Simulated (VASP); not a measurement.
A run of VASP 6.6.1:

POSCAR

```
InP
1.0
    0.0000000000      2.9690636329      2.9690636329
    2.9690636329      0.0000000000      2.9690636329
    2.9690636329      2.9690636329      0.0000000000
In P
1 1
Direct
    0.0000000000      0.0000000000      0.0000000000
    0.7500000000      0.7500000000      0.7500000000
```

INCAR.step1

```
  ALGO = Normal
  EDIFF = 1E-5
  ENCUT = 520
  GGA = PE
  ISIF = 2
  ISMEAR = -1
  LASPH = T
  LCHARG = F
  LREAL = F
  LWAVE = T
  NBANDS = 16
  NELM = 100
  PREC = Accurate
  SIGMA = 0.05
```

Contents of INCAR.step2:

```
  AEXX = 0.25
  ALGO = Normal
  EDIFF = 1E-7
  ENCUT = 520
  ISIF = 2
  ISMEAR = -1
  ISTART = 1
  LASPH = T
  LCHARG = F
  LHFCALC = T
  LMIXTAU = T
  LREAL = F
  LWAVE = F
  METAGGA = R2SCAN
  NBANDS = 16
  NELM = 100
  PREC = Accurate
  PRECFOCK = Normal
  SIGMA = 0.05
```

The input KPOINTS:

```
k-points
0
Gamma
  4 4 4
```

Potentials or basis: VASP PAW PBE potentials, release 64 (In_d, P).

Launch:

```sh
$ cat potpaw_PBE.64/In_d/POTCAR potpaw_PBE.64/P/POTCAR > POTCAR
$ cp INCAR.step1 INCAR
$ mpirun -np 1 vasp_std > vasp.out
$ cp INCAR.step2 INCAR
$ mpirun -np 1 vasp_std > vasp.out
```

Hardware: 1 thread of AMD EPYC 7R13 Processor (Zen 3), on a shared host.

Question: How long does it take, and how much memory?

Answer: It took 9.2 min on 1 thread of AMD EPYC 7R13 Processor (Zen 3) (shared host), peak memory 0.17 GiB. Counts: k points 8.
